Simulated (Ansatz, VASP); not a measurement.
One calculation of ZnS, two programs

```
CELL_PARAMETERS angstrom
0.00000 2.55173 2.55173
2.55173 0.00000 2.55173
2.55173 2.55173 0.00000
ATOMIC_POSITIONS crystal
Zn 0.00000 0.00000 0.00000
S 0.50000 0.50000 0.50000
```

Alike in both runs: functional PBE; k mesh 15 × 15 × 15; occupations fermi-dirac, width 0.05 eV; no spin polarisation.

Ansatz relaxed the structure, and its values are those at the end. VASP's run is a single point on that final structure, the one shown.

|  | VASP | Ansatz |
| --- | --- | --- |
| version | VASP 6.6.1 | Ansatz 0.2.0 |
| potentials or method | VASP PAW PBE potentials, release 64 (Zn, S) | PAW with Ansatz's default frozen-core files, scalar-relativistic |
| plane-wave cutoff (eV) | 500 | 420 |
| valence electrons in the cell | 18 | 18 |

Ansatz gave:

```
pressure (GPa) : 0.0
```

Question: What did VASP give for the same quantities?

Answer: Pressure (GPa): 0.2.
